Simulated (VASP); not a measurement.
# In (P6_3/mmc) in VASP: notebook

Runs on In. Level: BLYP. Tasks: single point.

Everything below comes from runs of VASP 6.6.1. Logs are shortened: lines on timing, memory, paths and dates and some standing lists are left out, and cuts for length are marked.

### Step 1. The cell of the first run

The structure is hexagonal, space group P6_3/mmc (No. 194). Conventional cell: a = 3.560 Å, b = 3.560 Å, c = 5.721 Å, α = 90.00°, β = 90.00°, γ = 120.00°. In (site symmetry -6m2) has 12 In at 3.52 to 3.56 Å within 4.6 Å.

This isn't the form of In at room conditions, which is tetragonal.

### Step 2. Single point, BLYP

The input, INCAR:

```
PREC     = Accurate       # precision mode
ENCUT    = 520            # plane-wave cutoff, eV
EDIFF    = 1E-7           # SCF threshold, eV
ISMEAR   = -1             # smearing method
SIGMA    = 0.1            # smearing width, eV
LREAL    = F              # projectors in reciprocal space
LASPH    = T              # aspherical terms in the spheres
NELM     = 100            # most SCF steps
ALGO     = Normal         # electronic algorithm
ISIF     = 2              # what is computed and relaxed
LWAVE    = F              # write WAVECAR
LCHARG   = F              # write CHGCAR
GGA      = B5             # functional
ALDAX    = 1.0          
AGGAX    = 1.0          
AGGAC    = 1.0          
ALDAC    = 0.0          
NBANDS   = 20             # bands
```

The input, KPOINTS:

```
Automatic mesh
0
Gamma
  11 11 6
```

The input, POSCAR:

```
In
1.0
    3.5600407404      0.0000000000      0.0000000000
   -1.7800203702      3.0830857197      0.0000000000
    0.0000000000      0.0000000000      5.7212994376
In
2
Direct
    0.3333333333      0.6666666667      0.2500000000
    0.6666666667      0.3333333333      0.7500000000
```

Potentials or basis: VASP PAW PBE potentials, release 64 (In_d).

On the command line:

```sh
$ cat potpaw_PBE.64/In_d/POTCAR > POTCAR
$ mpirun -np 1 vasp_std > vasp.out
```

OUTCAR:

```text
PREC = Accurate
   ENCUT = 520
   EDIFF = 1E-7
   ISMEAR = -1
   LREAL = F
   LASPH = T
   NELM = 100
   ISIF = 2
   GGA = B5

 ion  position               nearest neighbor table
   1  0.333  0.667  0.250-   2 3.52   2 3.52   2 3.52   2 3.52   2 3.52   2 3.52
   2  0.667  0.333  0.750-   1 3.52   1 3.52   1 3.52   1 3.52   1 3.52   1 3.52

  LATTYP: Found a hexagonal cell.
 ALAT       =     3.5600407404
 C/A-ratio  =     1.6070881922

  Lattice vectors:

 A1 = (   3.5600407404,   0.0000000000,   0.0000000000)
 A2 = (  -1.7800203702,   3.0830857197,   0.0000000000)
 A3 = (   0.0000000000,   0.0000000000,   5.7212994376)

Analysis of symmetry for initial positions (statically):
=====================================================================
 Subroutine PRICEL returns:
 Original cell was already a primitive cell.

 Routine SETGRP: Setting up the symmetry group for a
 hexagonal supercell.

 Subroutine GETGRP returns: Found 24 space group operations
 (whereof 12 operations were pure point group operations)
 out of a pool of 24 trial point group operations.

The static configuration has the point symmetry D_3d.
 The point group associated with its full space group is D_6h.

Analysis of symmetry for dynamics (positions and initial velocities):
=====================================================================
 Subroutine PRICEL returns:
 Original cell was already a primitive cell.

 Routine SETGRP: Setting up the symmetry group for a
 hexagonal supercell.

 Subroutine GETGRP returns: Found 24 space group operations
 (whereof 12 operations were pure point group operations)
 out of a pool of 24 trial point group operations.

The dynamic configuration has the point symmetry D_3d.
 The point group associated with its full space group is D_6h.

 Subroutine INISYM returns: Found 24 space group operations
 (whereof 12 operations are pure point group operations),
 and found     1 'primitive' translations

----------------------------------------------------------------------------------------

                                     Primitive cell

  volume of cell :      62.7965

  direct lattice vectors                    reciprocal lattice vectors
     3.560040740  0.000000000  0.000000000     0.280895662  0.162175186  0.000000000
    -1.780020370  3.083085720  0.000000000     0.000000000  0.324350372  0.000000000
     0.000000000  0.000000000  5.721299438     0.000000000  0.000000000  0.174785468

[... 79 lines left out ...]
   LSORBIT =      F    spin-orbit coupling
   LASPH  =      T    aspherical Exc in radial PAW
   ENCUT  =  520.0 eV  38.22 Ry    6.18 a.u.   6.62  6.62 10.64*2*pi/ulx,y,z
   NELM   =    100;   NELMIN=  2; NELMDL= -5     # of ELM steps
   EDIFF  = 0.1E-06   stopping-criterion for ELM
   LREAL  =      F    real-space projection
   EDIFFG = 0.1E-05   stopping-criterion for IOM
   NSW    =      0    number of steps for IOM
   IBRION =     -1    ionic relax: 0-MD 1-quasi-New 2-CG
   NFREE  =      0    steps in history (QN), initial steepest desc. (CG)
   ISIF   =      2    stress and relaxation
   ISYM   =      2    0-nonsym 1-usesym 2-fastsym
   POTIM  = 0.5000    time-step for ionic-motion
   TEBEG  =    0.0;   TEEND  =   0.0 temperature during run
   PSTRESS=    0.0 pullay stress
   NELECT =      26.0000    total number of electrons
   NUPDOWN=      -1.0000    fix difference up-down
   EMIN   =  10.00;   EMAX   =-10.00  energy-range for DOS
   EFERMI =   0.00;   METHOD = LEGACY
   ISMEAR =    -1;   SIGMA  =   0.10  broadening in eV -4-tet -1-fermi 0-gaus
   EFERMI_NEDOS =   21; number of points for ismear=-14 and -15
   IALGO  =     38    algorithm
   IMIX   =      4    mixing-type and parameters
     AMIX     =   0.40;   BMIX     =  1.00
     AMIX_MAG =   1.60;   BMIX_MAG =  1.00
  volume/ion in A,a.u.               =      31.40       211.89
  Fermi-wavevector in a.u.,A,eV,Ry     =   1.220171  2.305790 20.256604  1.488818
  Thomas-Fermi vector in A             =   2.355398
   LORBIT       =      0    0 simple, 1 ext, 2 COOP (PROOUT), +10 PAW based schemes
   GGA     = B5    functional components
   LHFCALC =     F    Hartree Fock is set to
   AEXX    =    0.0000 exact exchange contribution
   IVDW    =     0    specifies the selected vdW correction
   LEPSILON=     F    determine dielectric tensor
   LRPA    =     F    only Hartree local field effects (RPA)
 non-spin polarized calculation
  energy-cutoff  :      520.00
  volume of cell :       62.80
 maximum number of plane-waves:      1725
 NGX is ok and might be reduce to    28
   NGX = 13   NGY = 13   NGZ = 21

 number of electron      26.0000007 magnetization

 Free energy of the ion-electron system (eV)
  ---------------------------------------------------
  ext. energy  EPLUGINS =         0.00000000
  ---------------------------------------------------
  free energy    TOTEN  =        -3.75231196 eV

  energy without entropy =       -3.71925768  energy(sigma->0) =       -3.73578482

 E-fermi :   6.0781     XC(G=0):  -8.8373

 val. band max:        6.0750440001   @ k =   0.1818   0.1818   0.1667
 cond. band min:       6.1726579165   @ k =   0.2727   0.0909   0.0000
 fundamental gap:      0.0976139164
 Fermi energy:         6.0781433365

 k-point     1 :       0.0000    0.0000    0.0000
  band No.  band energies     occupation
      1      -8.4774      2.00000
      2      -8.4507      2.00000
      3      -8.4396      2.00000
      4      -8.4396      2.00000
      5      -8.4228      2.00000
      6      -8.4228      2.00000
[... 541 lines left out ...]
     19      15.3605      0.00000
     20      16.3322      0.00000

 [... further k-points ...]

------------------------ aborting loop because EDIFF is reached ----------------------------------------

  FORCE on cell =-STRESS in cart. coord.  units (eV):
  Direction    XX          YY          ZZ          XY          YZ          ZX
  --------------------------------------------------------------------------------------
  -------------------------------------------------------------------------------------
  Total       -0.0137351     -0.0137351     -0.0110305      0.0000000      0.0000000      0.0000000
  in kB       -0.3504349     -0.3504349     -0.2814296      0.0000000      0.0000000      0.0000000
  external PRESSURE =      -0.3274331 kB  Pullay stress =       0.0000000 kB

 VOLUME and BASIS-vectors are now :
 -----------------------------------------------------------------------------
  energy-cutoff  :      520.00
  volume of cell :       62.80
      direct lattice vectors                 reciprocal lattice vectors
     3.560040740  0.000000000  0.000000000     0.280895662  0.162175186  0.000000000
    -1.780020370  3.083085720  0.000000000     0.000000000  0.324350372  0.000000000
     0.000000000  0.000000000  5.721299438     0.000000000  0.000000000  0.174785468

 POSITION                                       TOTAL-FORCE (eV/Angst)
 -----------------------------------------------------------------------------------
     -0.00000      2.05539      1.43032        -0.000000     -0.000000      0.000000
      1.78002      1.02770      4.29097         0.000000      0.000000      0.000000
 -----------------------------------------------------------------------------------
    total drift:                               -0.000000      0.000000      0.000000

  FREE ENERGIE OF THE ION-ELECTRON SYSTEM (eV)
  ---------------------------------------------------
  free  energy   TOTEN  =        -3.7523119597 eV

  energy  without entropy=       -3.7192576787  energy(sigma->0) =       -3.73578482
```

It took 37 s on 1 thread of AMD EPYC 9R45 (Zen 5), shared host; peak memory 0.19 GiB.

Results:

| Quantity | Value |
| --- | --- |
| Free energy | -3.7523 eV |
| Pressure | 0.0 GPa |
| Band gap on the k mesh | zero (bands 13 and 14 overlap by 5.00 eV) |

Caveat: the PAW data sets were made with another functional, which shifts forces and pressure a little; spin-orbit coupling is left out, which moves the levels of the heavy elements.

### Step 3. Single point, BLYP (27.63 Å³/atom)

This run uses another cell than the first one, of 27.63 Å³/atom.

The input, INCAR:

```
PREC = Accurate
ENCUT = 520
EDIFF = 1E-7
ISMEAR = -1
SIGMA = 0.1
LREAL = False
LASPH = True
NELM = 80
ALGO = Normal
ISIF = 2
LWAVE = False
LCHARG = False
GGA = B5
ALDAX = 1.0
AGGAX = 1.0
AGGAC = 1.0
ALDAC = 0.0
NBANDS = 20
```

The input, KPOINTS:

```
Automatic mesh
0
Gamma
  12 12 6
```

The input, POSCAR:

```
In
1.0
    3.4115299791      0.0000000000      0.0000000000
   -1.7057649895      2.9544716277      0.0000000000
    0.0000000000      0.0000000000      5.4826295467
In
2
Direct
    0.3333333333      0.6666666667      0.2500000000
    0.6666666667      0.3333333333      0.7500000000
```

Potentials or basis: VASP PAW PBE potentials, release 64 (In_d).

On the command line:

```sh
$ cat potpaw_PBE.64/In_d/POTCAR > POTCAR
$ mpirun -np 1 vasp_std > vasp.out
```

OUTCAR:

```text
PREC = Accurate
   ENCUT = 520
   EDIFF = 1E-7
   ISMEAR = -1
   LREAL = False
   LASPH = True
   NELM = 80
   ISIF = 2
   GGA = B5

 ion  position               nearest neighbor table
   1  0.333  0.667  0.250-   2 3.38   2 3.38   2 3.38   2 3.38   2 3.38   2 3.38
   2  0.667  0.333  0.750-   1 3.38   1 3.38   1 3.38   1 3.38   1 3.38   1 3.38

  LATTYP: Found a hexagonal cell.
 ALAT       =     3.4115299791
 C/A-ratio  =     1.6070881922

  Lattice vectors:

 A1 = (   3.4115299791,   0.0000000000,   0.0000000000)
 A2 = (  -1.7057649895,   2.9544716277,   0.0000000000)
 A3 = (   0.0000000000,   0.0000000000,   5.4826295467)

Analysis of symmetry for initial positions (statically):
=====================================================================
 Subroutine PRICEL returns:
 Original cell was already a primitive cell.

 Routine SETGRP: Setting up the symmetry group for a
 hexagonal supercell.

 Subroutine GETGRP returns: Found 24 space group operations
 (whereof 12 operations were pure point group operations)
 out of a pool of 24 trial point group operations.

The static configuration has the point symmetry D_3d.
 The point group associated with its full space group is D_6h.

Analysis of symmetry for dynamics (positions and initial velocities):
=====================================================================
 Subroutine PRICEL returns:
 Original cell was already a primitive cell.

 Routine SETGRP: Setting up the symmetry group for a
 hexagonal supercell.

 Subroutine GETGRP returns: Found 24 space group operations
 (whereof 12 operations were pure point group operations)
 out of a pool of 24 trial point group operations.

The dynamic configuration has the point symmetry D_3d.
 The point group associated with its full space group is D_6h.

 Subroutine INISYM returns: Found 24 space group operations
 (whereof 12 operations are pure point group operations),
 and found     1 'primitive' translations

----------------------------------------------------------------------------------------

                                     Primitive cell

  volume of cell :      55.2609

  direct lattice vectors                    reciprocal lattice vectors
     3.411529979  0.000000000  0.000000000     0.293123615  0.169234998  0.000000000
    -1.705764989  2.954471628  0.000000000     0.000000000  0.338469996  0.000000000
     0.000000000  0.000000000  5.482629547     0.000000000  0.000000000  0.182394231

  length of vectors
     3.411529979  3.411529979  5.482629547     0.338469996  0.338469996  0.182394231

  position of ions in fractional coordinates (direct lattice)
     0.333333333  0.666666667  0.250000000
     0.666666667  0.333333333  0.750000000

  ion indices of the primitive-cell ions
   primitive index   ion index
                 1           1
                 2           2

----------------------------------------------------------------------------------------

 KPOINTS: Automatic mesh

Automatic generation of k-mesh.
 Grid dimensions read from file:
 generate k-points for:   12   12    6

 Generating k-lattice:

  Cartesian coordinates                     Fractional coordinates (reciprocal lattice)
     0.024426968  0.014102916  0.000000000     0.083333333  0.000000000  0.000000000
     0.000000000  0.028205833  0.000000000     0.000000000  0.083333333  0.000000000
     0.000000000  0.000000000  0.030399038     0.000000000  0.000000000  0.166666667

  Length of vectors
     0.028205833  0.028205833  0.030399038

  Shift w.r.t. Gamma in fractional coordinates (k-lattice)
     0.000000000  0.000000000  0.000000000

 Subroutine IBZKPT returns following result:
 ===========================================

 Found     76 irreducible k-points:

 Following reciprocal coordinates:
            Coordinates               Weight
  0.000000  0.000000  0.000000      1.000000
  0.083333  0.000000  0.000000      6.000000
  0.166667  0.000000  0.000000      6.000000
  0.250000  0.000000  0.000000      6.000000
  0.333333  0.000000  0.000000      6.000000
  0.416667  0.000000  0.000000      6.000000
[... 16 lines left out ...]
  0.250000  0.000000  0.166667     12.000000
  0.333333  0.000000  0.166667     12.000000
 [... further k-points ...]
   k-points           NKPTS =     76   k-points in BZ     NKDIM =     76   number of bands    NBANDS=     20
   number of dos      NEDOS =    301   number of ions     NIONS =      2
   total plane-waves  NPLWV =  32928
   dimension x,y,z NGX =    28 NGY =   28 NGZ =   42
   dimension x,y,z NGXF=    56 NGYF=   56 NGZF=   84
   ions per type =               2
   NGX,Y,Z   is equivalent  to a cutoff of  13.64, 13.64, 12.74 a.u.
   NGXF,Y,Z  is equivalent  to a cutoff of  27.29, 27.29, 25.47 a.u.
 SYSTEM =  unknown system
   PREC   = accura    normal or accurate (medium, high low for compatibility)
   ISTART =      0    job   : 0-new  1-cont  2-samecut
   ICHARG =      2    charge: 1-file 2-atom 10-const
   ISPIN  =      1    spin polarized calculation?
   LNONCOLLINEAR =      F non collinear calculations
   LSORBIT =      F    spin-orbit coupling
   LASPH  =      T    aspherical Exc in radial PAW
   ENCUT  =  520.0 eV  38.22 Ry    6.18 a.u.   6.34  6.34 10.19*2*pi/ulx,y,z
   NELM   =     80;   NELMIN=  2; NELMDL= -5     # of ELM steps
   EDIFF  = 0.1E-06   stopping-criterion for ELM
   LREAL  =      F    real-space projection
   EDIFFG = 0.1E-05   stopping-criterion for IOM
   NSW    =      0    number of steps for IOM
   IBRION =     -1    ionic relax: 0-MD 1-quasi-New 2-CG
   NFREE  =      0    steps in history (QN), initial steepest desc. (CG)
   ISIF   =      2    stress and relaxation
   ISYM   =      2    0-nonsym 1-usesym 2-fastsym
   POTIM  = 0.5000    time-step for ionic-motion
   TEBEG  =    0.0;   TEEND  =   0.0 temperature during run
   PSTRESS=    0.0 pullay stress
   NELECT =      26.0000    total number of electrons
   NUPDOWN=      -1.0000    fix difference up-down
   EMIN   =  10.00;   EMAX   =-10.00  energy-range for DOS
   EFERMI =   0.00;   METHOD = LEGACY
   ISMEAR =    -1;   SIGMA  =   0.10  broadening in eV -4-tet -1-fermi 0-gaus
   EFERMI_NEDOS =   21; number of points for ismear=-14 and -15
   IALGO  =     38    algorithm
   IMIX   =      4    mixing-type and parameters
     AMIX     =   0.40;   BMIX     =  1.00
     AMIX_MAG =   1.60;   BMIX_MAG =  1.00
  volume/ion in A,a.u.               =      27.63       186.46
  Fermi-wavevector in a.u.,A,eV,Ry     =   1.273288  2.406165 22.058613  1.621262
  Thomas-Fermi vector in A             =   2.406120
   LORBIT       =      0    0 simple, 1 ext, 2 COOP (PROOUT), +10 PAW based schemes
   GGA     = B5    functional components
   LHFCALC =     F    Hartree Fock is set to
   AEXX    =    0.0000 exact exchange contribution
   IVDW    =     0    specifies the selected vdW correction
   LEPSILON=     F    determine dielectric tensor
   LRPA    =     F    only Hartree local field effects (RPA)
 non-spin polarized calculation
  energy-cutoff  :      520.00
  volume of cell :       55.26
 maximum number of plane-waves:      1512
 NGX is ok and might be reduce to    28
   NGX = 13   NGY = 13   NGZ = 21

 number of electron      25.9999996 magnetization

 Free energy of the ion-electron system (eV)
  ---------------------------------------------------
  ext. energy  EPLUGINS =         0.00000000
  ---------------------------------------------------
  free energy    TOTEN  =        -3.65885776 eV

  energy without entropy =       -3.62161417  energy(sigma->0) =       -3.64023596

 E-fermi :   7.3514     XC(G=0):  -9.4107

 val. band max:        7.3043366502   @ k =   0.2500   0.1667   0.0000
 cond. band min:       7.3645811848   @ k =   0.2500   0.2500   0.1667
 fundamental gap:      0.0602445346
 Fermi energy:         7.3513973411

 k-point     1 :       0.0000    0.0000    0.0000
  band No.  band energies     occupation
      1      -7.2977      2.00000
      2      -7.2413      2.00000
      3      -7.2285      2.00000
      4      -7.2285      2.00000
      5      -7.2029      2.00000
      6      -7.2029      2.00000
[... 12 lines left out ...]
     19      18.3461      0.00000
     20      18.4692      0.00000
[... 507 lines left out ...]
 k-point    24 :       0.3333    0.0000    0.1667
  band No.  band energies     occupation
      1      -7.3706      2.00000
      2      -7.2917      2.00000
      3      -7.2526      2.00000
      4      -7.2160      2.00000
      5      -7.1511      2.00000
      6      -7.1106      2.00000
[... 12 lines left out ...]
     19      15.4086      0.00000
     20      17.4638      0.00000

 [... further k-points ...]

------------------------ aborting loop because EDIFF is reached ----------------------------------------

  FORCE on cell =-STRESS in cart. coord.  units (eV):
  Direction    XX          YY          ZZ          XY          YZ          ZX
  --------------------------------------------------------------------------------------
  -------------------------------------------------------------------------------------
  Total        1.3019817      1.3019817      1.4570756      0.0000000     -0.0000000      0.0000000
  in kB       37.7483122     37.7483122     42.2449450      0.0000000     -0.0000000      0.0000000
  external PRESSURE =      39.2471898 kB  Pullay stress =       0.0000000 kB

 VOLUME and BASIS-vectors are now :
 -----------------------------------------------------------------------------
  energy-cutoff  :      520.00
  volume of cell :       55.26
      direct lattice vectors                 reciprocal lattice vectors
     3.411529979  0.000000000  0.000000000     0.293123615  0.169234998  0.000000000
    -1.705764989  2.954471628  0.000000000     0.000000000  0.338469996  0.000000000
     0.000000000  0.000000000  5.482629547     0.000000000  0.000000000  0.182394231

 POSITION                                       TOTAL-FORCE (eV/Angst)
 -----------------------------------------------------------------------------------
     -0.00000      1.96965      1.37066        -0.000000      0.000000      0.000000
      1.70576      0.98482      4.11197         0.000000     -0.000000      0.000000
 -----------------------------------------------------------------------------------
    total drift:                                0.000000     -0.000000      0.000000

  FREE ENERGIE OF THE ION-ELECTRON SYSTEM (eV)
  ---------------------------------------------------
  free  energy   TOTEN  =        -3.6588577557 eV

  energy  without entropy=       -3.6216141676  energy(sigma->0) =       -3.64023596
```

Wall time 38 s (1 thread of AMD EPYC 9R45 (Zen 5), shared host); peak memory 0.18 GiB.

Results:

```yaml
Free_energy: -3.6589 eV
Pressure: 3.9 GPa
Band_gap_on_the_k_mesh: zero (bands 13 and 14 overlap by 5.94 eV)
```

Caveat: the cell stands under pressure; the PAW data sets were made with another functional, which shifts forces and pressure a little; spin-orbit coupling is left out, which moves the levels of the heavy elements.

[end of part 1 of 2]
